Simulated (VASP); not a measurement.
K2S:

```
CELL_PARAMETERS angstrom
0.00000 3.70272 3.70272
3.70272 0.00000 3.70272
3.70272 3.70272 0.00000
ATOMIC_POSITIONS crystal
K 0.25000 0.25000 0.25000
K 0.75000 0.75000 0.75000
S 0.00000 0.00000 0.00000
```

Base run:

* Program: VASP 6.6.1
* Functional: PBE0
* Potentials or basis: VASP PAW PBE potentials, release 64 (K_sv, S)
* Cutoff: 400 eV
* k mesh: 4 × 4 × 4
* Occupations: gaussian, width 0.01 eV
* Spin: no spin polarisation

Its results: band gap on the k mesh 4.02 eV (least direct gap 4.20 eV); pressure 0.1 GPa.

Q: The run is repeated on the same cell with these changes: functional from PBE0 to PBE; cutoff from 400 eV to 500 eV. What comes out?

A: Band gap on the k mesh 2.38 eV (least direct gap 2.57 eV); pressure 0.5 GPa.

Caveats: the PAW data sets were made with another functional, which shifts forces and pressure a little (at least some runs).

A k mesh can miss the band edges.
